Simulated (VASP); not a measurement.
# MgGeSb2 (P-4m2) in VASP: single point with PBE

Aim: the single point of MgGeSb2 with PBE.

All numbers are computed with VASP 6.6.1; they aren't measurements. Logs are shortened: lines on timing, memory, paths and dates and some standing lists are left out, and cuts for length are marked.

### Step 1. The cell of the first run

The structure is tetragonal, space group P-4m2 (No. 115). The conventional cell has a = 4.402 Å, b = 4.402 Å, c = 6.495 Å, α = 90.00°, β = 90.00°, γ = 90.00°. Within 3.7 Å of Mg (site symmetry -4m2) lie 4 Sb at 2.78 Å. Sb (site symmetry 2mm) has 2 Ge at 2.69 Å and 2 Mg at 2.78 Å within 3.6 Å. Ge (site symmetry -4m2) has 4 Sb at 2.69 Å within 3.6 Å.

### Step 2. Single point, PBE

INCAR

```
SYSTEM = MgGeSb2
ALGO     = Normal         ! electronic algorithm
EDIFF    = 1E-6           ! SCF threshold, eV
ENCUT    = 520            ! plane-wave cutoff, eV
GGA      = PE             ! functional
ISIF     = 2              ! what is computed and relaxed
ISMEAR   = 1              ! smearing method
LASPH    = .TRUE.         ! aspherical terms in the spheres
LCHARG   = .FALSE.        ! write CHGCAR
LREAL    = .FALSE.        ! projectors in reciprocal space
LWAVE    = .FALSE.        ! write WAVECAR
NBANDS   = 21             ! bands
NELM     = 60             ! most SCF steps
PREC     = Accurate       ! precision mode
SIGMA    = 0.5            ! smearing width, eV
```

KPOINTS

```
k-points
0
G
  4 4 4
  0 0 0
```

POSCAR

```
MgGeSb2
1.0
    4.4024110279      0.0000000000      0.0000000000
    0.0000000000      4.4024110279      0.0000000000
    0.0000000000      0.0000000000      6.4951829281
Mg Sb Ge
1 2 1
Direct
    0.0000000000      0.0000000000      0.0000000000
    0.0000000000      0.5000000000      0.2607511155
    0.5000000000      0.0000000000      0.7392488845
    0.5000000000      0.5000000000      0.5000000000
```

Potentials or basis: VASP PAW PBE potentials, release 64 (Mg, Sb, Ge_d).

Started as:

```bash
$ cat potpaw_PBE.64/Mg/POTCAR potpaw_PBE.64/Sb/POTCAR potpaw_PBE.64/Ge_d/POTCAR > POTCAR
$ mpirun -np 1 vasp_std > vasp.out
```

OUTCAR:

```text
SYSTEM = MgGeSb2
   EDIFF = 1E-6
   ENCUT = 520
   GGA = PE
   ISIF = 2
   ISMEAR = 1
   LASPH = .TRUE.
   LREAL = .FALSE.
   NELM = 60
   PREC = Accurate

 ion  position               nearest neighbor table
   1  0.000  0.000  0.000-   2 2.78   3 2.78   2 2.78   3 2.78
   2  0.000  0.500  0.261-   4 2.69   4 2.69   1 2.78   1 2.78
   3  0.500  0.000  0.739-   4 2.69   4 2.69   1 2.78   1 2.78
   4  0.500  0.500  0.500-   2 2.69   3 2.69   3 2.69   2 2.69

  LATTYP: Found a simple tetragonal cell.
 ALAT       =     4.4024110279
 C/A-ratio  =     1.4753694934

  Lattice vectors:

 A1 = (   4.4024110279,   0.0000000000,   0.0000000000)
 A2 = (   0.0000000000,   4.4024110279,   0.0000000000)
 A3 = (   0.0000000000,   0.0000000000,   6.4951829281)

Analysis of symmetry for initial positions (statically):
=====================================================================
 Subroutine PRICEL returns:
 Original cell was already a primitive cell.

 Routine SETGRP: Setting up the symmetry group for a
 simple tetragonal supercell.

 Subroutine GETGRP returns: Found  8 space group operations
 (whereof  8 operations were pure point group operations)
 out of a pool of 16 trial point group operations.

The static configuration has the point symmetry D_2d.

Analysis of symmetry for dynamics (positions and initial velocities):
=====================================================================
 Subroutine PRICEL returns:
 Original cell was already a primitive cell.

 Routine SETGRP: Setting up the symmetry group for a
 simple tetragonal supercell.

 Subroutine GETGRP returns: Found  8 space group operations
 (whereof  8 operations were pure point group operations)
 out of a pool of 16 trial point group operations.

The dynamic configuration has the point symmetry D_2d.

 Subroutine INISYM returns: Found  8 space group operations
 (whereof  8 operations are pure point group operations),
 and found     1 'primitive' translations

----------------------------------------------------------------------------------------

                                     Primitive cell

  volume of cell :     125.8846

  direct lattice vectors                    reciprocal lattice vectors
     4.402411028  0.000000000  0.000000000     0.227148259  0.000000000  0.000000000
     0.000000000  4.402411028  0.000000000     0.000000000  0.227148259  0.000000000
     0.000000000  0.000000000  6.495182928     0.000000000  0.000000000  0.153960252

  length of vectors
     4.402411028  4.402411028  6.495182928     0.227148259  0.227148259  0.153960252

  position of ions in fractional coordinates (direct lattice)
     0.000000000  0.000000000  0.000000000
     0.000000000  0.500000000  0.260751115
     0.500000000  0.000000000  0.739248885
     0.500000000  0.500000000  0.500000000

  ion indices of the primitive-cell ions
   primitive index   ion index
                 1           1
                 2           2
                 3           3
                 4           4

----------------------------------------------------------------------------------------

 KPOINTS: k-points

Automatic generation of k-mesh.
 Grid dimensions read from file:
 generate k-points for:    4    4    4

 Generating k-lattice:

  Cartesian coordinates                     Fractional coordinates (reciprocal lattice)
     0.056787065  0.000000000  0.000000000     0.250000000  0.000000000  0.000000000
     0.000000000  0.056787065  0.000000000     0.000000000  0.250000000  0.000000000
     0.000000000  0.000000000  0.038490063     0.000000000  0.000000000  0.250000000

  Length of vectors
     0.056787065  0.056787065  0.038490063

  Shift w.r.t. Gamma in fractional coordinates (k-lattice)
     0.000000000  0.000000000  0.000000000

 Subroutine IBZKPT returns following result:
 ===========================================

 Found     18 irreducible k-points:

 Following reciprocal coordinates:
            Coordinates               Weight
  0.000000  0.000000  0.000000      1.000000
  0.250000  0.000000  0.000000      4.000000
  0.500000  0.000000  0.000000      2.000000
  0.250000  0.250000  0.000000      4.000000
  0.500000  0.250000  0.000000      4.000000
  0.500000  0.500000  0.000000      1.000000
[... 10 lines left out ...]
  0.500000  0.250000  0.500000      4.000000
  0.500000  0.500000  0.500000      1.000000
   k-points           NKPTS =     18   k-points in BZ     NKDIM =     18   number of bands    NBANDS=     21
   number of dos      NEDOS =    301   number of ions     NIONS =      4
   total plane-waves  NPLWV =  62208
   dimension x,y,z NGX =    36 NGY =   36 NGZ =   48
   dimension x,y,z NGXF=    72 NGYF=   72 NGZF=   96
   ions per type =               1   2   1
   NGX,Y,Z   is equivalent  to a cutoff of  13.59, 13.59, 12.29 a.u.
   NGXF,Y,Z  is equivalent  to a cutoff of  27.19, 27.19, 24.57 a.u.
 SYSTEM =  MgGeSb2
   PREC   = accura    normal or accurate (medium, high low for compatibility)
   ISTART =      0    job   : 0-new  1-cont  2-samecut
   ICHARG =      2    charge: 1-file 2-atom 10-const
   ISPIN  =      1    spin polarized calculation?
   LNONCOLLINEAR =      F non collinear calculations
   LSORBIT =      F    spin-orbit coupling
   LASPH  =      T    aspherical Exc in radial PAW
   ENCUT  =  520.0 eV  38.22 Ry    6.18 a.u.   8.19  8.19 12.08*2*pi/ulx,y,z
   NELM   =     60;   NELMIN=  2; NELMDL= -5     # of ELM steps
   EDIFF  = 0.1E-05   stopping-criterion for ELM
   LREAL  =      F    real-space projection
   EDIFFG = 0.1E-04   stopping-criterion for IOM
   NSW    =      0    number of steps for IOM
   IBRION =     -1    ionic relax: 0-MD 1-quasi-New 2-CG
   NFREE  =      0    steps in history (QN), initial steepest desc. (CG)
   ISIF   =      2    stress and relaxation
   ISYM   =      2    0-nonsym 1-usesym 2-fastsym
   POTIM  = 0.5000    time-step for ionic-motion
   TEBEG  =    0.0;   TEEND  =   0.0 temperature during run
   PSTRESS=    0.0 pullay stress
   NELECT =      26.0000    total number of electrons
   NUPDOWN=      -1.0000    fix difference up-down
   EMIN   =  10.00;   EMAX   =-10.00  energy-range for DOS
   EFERMI =   0.00;   METHOD = LEGACY
   ISMEAR =     1;   SIGMA  =   0.50  broadening in eV -4-tet -1-fermi 0-gaus
   EFERMI_NEDOS =   21; number of points for ismear=-14 and -15
   IALGO  =     38    algorithm
   IMIX   =      4    mixing-type and parameters
     AMIX     =   0.40;   BMIX     =  1.00
     AMIX_MAG =   1.60;   BMIX_MAG =  1.00
  volume/ion in A,a.u.               =      31.47       212.38
  Fermi-wavevector in a.u.,A,eV,Ry     =   0.967702  1.828692 12.741144  0.936448
  Thomas-Fermi vector in A             =   2.097610
   LORBIT       =      0    0 simple, 1 ext, 2 COOP (PROOUT), +10 PAW based schemes
   GGA     = PE    functional components
   LHFCALC =     F    Hartree Fock is set to
   AEXX    =    0.0000 exact exchange contribution
   IVDW    =     0    specifies the selected vdW correction
   LEPSILON=     F    determine dielectric tensor
   LRPA    =     F    only Hartree local field effects (RPA)
 non-spin polarized calculation
 Methfessel and Paxton  Order N= 1 SIGMA  =   0.50
  energy-cutoff  :      520.00
  volume of cell :      125.88
 maximum number of plane-waves:      3421
 NGX is ok and might be reduce to    36
   NGX = 17   NGY = 17   NGZ = 25

 number of electron      26.0000000 magnetization

 Free energy of the ion-electron system (eV)
  ---------------------------------------------------
  ext. energy  EPLUGINS =         0.00000000
  ---------------------------------------------------
  free energy    TOTEN  =       -14.32836484 eV

  energy without entropy =      -14.30756062  energy(sigma->0) =      -14.32143010

 E-fermi :   3.8902     XC(G=0):  -8.4589

 val. band max:        3.8653293253   @ k =   0.2500   0.0000   0.0000
 cond. band min:       3.9555771698   @ k =   0.0000   0.0000   0.0000
 fundamental gap:      0.0902478445
 Fermi energy:         3.8902187158

 k-point     1 :       0.0000    0.0000    0.0000
  band No.  band energies     occupation
      1     -20.9960      2.00000
      2     -20.9960      2.00000
      3     -20.9936      2.00000
      4     -20.9870      2.00000
      5     -20.9748      2.00000
      6      -7.4569      2.00000
[... 13 lines left out ...]
     20       9.8839     -0.00000
     21      11.3479     -0.00000

 k-point     2 :       0.2500    0.0000    0.0000
  band No.  band energies     occupation
      1     -20.9971      2.00000
      2     -20.9959      2.00000
      3     -20.9922      2.00000
      4     -20.9867      2.00000
      5     -20.9750      2.00000
      6      -7.1148      2.00000
[... 13 lines left out ...]
     20      10.4686     -0.00000
     21      10.7247     -0.00000

 k-point     3 :       0.5000    0.0000    0.0000
  band No.  band energies     occupation
      1     -20.9979      2.00000
      2     -20.9959      2.00000
      3     -20.9912      2.00000
      4     -20.9863      2.00000
      5     -20.9753      2.00000
      6      -6.5646      2.00000
[... 13 lines left out ...]
     20       9.4023     -0.00000
     21       9.7142     -0.00000
[... 313 lines left out ...]
 k-point    17 :       0.5000    0.2500    0.5000
  band No.  band energies     occupation
      1     -20.9978      2.00000
      2     -20.9969      2.00000
      3     -20.9895      2.00000
      4     -20.9863      2.00000
      5     -20.9756      2.00000
      6      -6.0858      2.00000
[... 13 lines left out ...]
     20       9.8250     -0.00000
     21      10.5017     -0.00000

 k-point    18 :       0.5000    0.5000    0.5000
  band No.  band energies     occupation
      1     -20.9978      2.00000
      2     -20.9978      2.00000
      3     -20.9882      2.00000
      4     -20.9862      2.00000
      5     -20.9759      2.00000
      6      -4.9547      2.00000
[... 13 lines left out ...]
     20       8.9705     -0.00000
     21       9.2905     -0.00000

------------------------ aborting loop because EDIFF is reached ----------------------------------------

  FORCE on cell =-STRESS in cart. coord.  units (eV):
  Direction    XX          YY          ZZ          XY          YZ          ZX
  --------------------------------------------------------------------------------------
  -------------------------------------------------------------------------------------
  Total        1.3320822      1.3320822      1.1797468      0.0000000      0.0000000      0.0000000
  in kB       16.9538771     16.9538771     15.0150512      0.0000000      0.0000000      0.0000000
  external PRESSURE =      16.3076018 kB  Pullay stress =       0.0000000 kB

 VOLUME and BASIS-vectors are now :
 -----------------------------------------------------------------------------
  energy-cutoff  :      520.00
  volume of cell :      125.88
      direct lattice vectors                 reciprocal lattice vectors
     4.402411028  0.000000000  0.000000000     0.227148259  0.000000000  0.000000000
     0.000000000  4.402411028  0.000000000     0.000000000  0.227148259  0.000000000
     0.000000000  0.000000000  6.495182928     0.000000000  0.000000000  0.153960252

 POSITION                                       TOTAL-FORCE (eV/Angst)
 -----------------------------------------------------------------------------------
      0.00000      0.00000      0.00000        -0.000000      0.000000      0.000000
      0.00000      2.20121      1.69363        -0.000000      0.000000     -0.016988
      2.20121      0.00000      4.80156         0.000000      0.000000      0.016988
      2.20121      2.20121      3.24759        -0.000000      0.000000      0.000000
 -----------------------------------------------------------------------------------
    total drift:                                0.000000      0.000000      0.000000

  FREE ENERGIE OF THE ION-ELECTRON SYSTEM (eV)
  ---------------------------------------------------
  free  energy   TOTEN  =       -14.3283648439 eV

  energy  without entropy=      -14.3075606196  energy(sigma->0) =      -14.32143010
```

Run time: 18 s. Hardware: 1 thread of Intel Xeon 6975P-C (Granite Rapids), shared host; peak memory 0.26 GiB.

Results:

| Item | Value |
| --- | --- |
| Free energy | -14.3284 eV |
| Pressure | 1.6 GPa |
| Largest force | 0.017 eV/Å |
| Band gap on the k mesh | zero (band 13 reaches 3.96 eV, above the bottom of band 14 at 3.70 eV) |

Forces on the atoms (eV/Å):
```
Mg   0.000  0.000  0.000
Sb   0.000  0.000 -0.017
Sb   0.000  0.000  0.017
Ge   0.000  0.000  0.000
```

Levels at points of the mesh, in eV from the Fermi level:
```
           k point  band 11  band 12  band 13  band 14  band 15  band 16
(0.00, 0.00, 0.00)    -0.73    -0.44     0.07     0.07     0.85     2.76
(0.50, 0.00, 0.00)    -2.97    -1.98    -0.23     0.72     3.39     3.45
(0.50, 0.50, 0.00)    -2.48    -2.48    -1.48     0.24     1.28     1.28
(0.00, 0.00, 0.50)    -2.36    -0.60    -0.60     0.61     0.85     3.25
(0.50, 0.00, 0.50)    -1.72    -0.95    -0.51    -0.19     2.25     2.94
(0.50, 0.50, 0.50)    -2.84    -2.84    -2.44     2.27     3.51     3.58
```

Caveat: spin-orbit coupling is left out, which moves the levels of the heavy elements.
